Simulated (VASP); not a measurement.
Runs of VASP 6.6.1 on SnO2. Symmetry: P6_3/mmc, No. 194, hexagonal system. The conventional cell has a = 3.231 Å, b = 3.231 Å, c = 10.791 Å, α = 90.00°, β = 90.00°, γ = 120.00°. Within 2.8 Å of Sn (site symmetry -3m) lie 6 O at 2.12 Å. Within 2.8 Å of O (site symmetry 3m) lie 3 Sn at 2.12 Å and 3 O at 2.76 Å. 

```csv
k mesh,gap on the mesh (eV),pressure (GPa),largest force (eV/Å)
3 × 3 × 1,(a),-3.5,0.40
12 × 12 × 2,2.05,-3.8,0.33
6 × 6 × 1,2.06,-3.8,(b)
12 × 12 × 4,2.05,-3.8,0.33
6 × 6 × 2,2.07,-3.8,0.33
```

Alike in all rows: task single point; level PBEsol; potentials or basis VASP PAW PBE potentials, release 64 (Sn_d, O); no spin polarisation; cell as given; cutoff (eV) 520; smearing methfessel-paxton 0.01 eV.

**Question.** Estimate the missing entries.

**Answer.** (a) 2.11; (b) 0.34.

Caveats: some runs use coarse meshes; the PAW data sets were made with another functional, which shifts forces and pressure a little; spin-orbit coupling is left out, which moves the levels of the heavy elements.

A k mesh can miss the band edges, and the runs leave out spin-orbit coupling on Sn.
